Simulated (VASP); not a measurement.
Runs of VASP 6.6.1 on Si. The structure is that of space group I4_1/amd (No. 141), or close to it. The cells are those of the table. 

```csv
cell,gap on the mesh (eV),pressure (GPa)
"a = 3.911, b = 3.911, c = 3.720 Å, angles 61.6, 61.6, 56.8°, 2 atoms",(a),1.7
"a = 4.081, b = 4.081, c = 3.519 Å, angles 64.5, 64.5, 51.1°, 2 atoms",none,-0.1
"a = 3.733, b = 3.733, c = 4.311 Å, angles 54.7, 54.7, 70.5°, 2 atoms",none,-2.9
"a = 4.277, b = 4.277, c = 3.355 Å, angles 66.9, 66.9, 46.2°, 2 atoms",none,-3.2
"a = 3.741, b = 3.741, c = 4.172 Å, angles 56.1, 56.1, 67.8°, 2 atoms",none,-0.7
"a = 3.794, b = 3.794, c = 3.948 Å, angles 58.6, 58.6, 62.7°, 2 atoms",none,1.7
"a = 4.190, b = 4.190, c = 3.421 Å, angles 65.9, 65.9, 48.2°, 2 atoms",none,(b)
"a = 3.739, b = 3.739, c = 4.433 Å, angles 53.6, 53.6, 72.7°, 2 atoms",none,-5.0
```

Alike in all rows: task single point; level PBE; potentials or basis VASP PAW PBE potentials, release 64 (Si); no spin polarisation; k mesh 10 × 10 × 10; cutoff (eV) 520; smearing gaussian 0.05 eV.

Q: Fill in the values left out.

A: (a) 0.06; (b) -1.6.

A k mesh can miss the band edges.

A gap of «none» marks levels without a gap at the run's occupations.
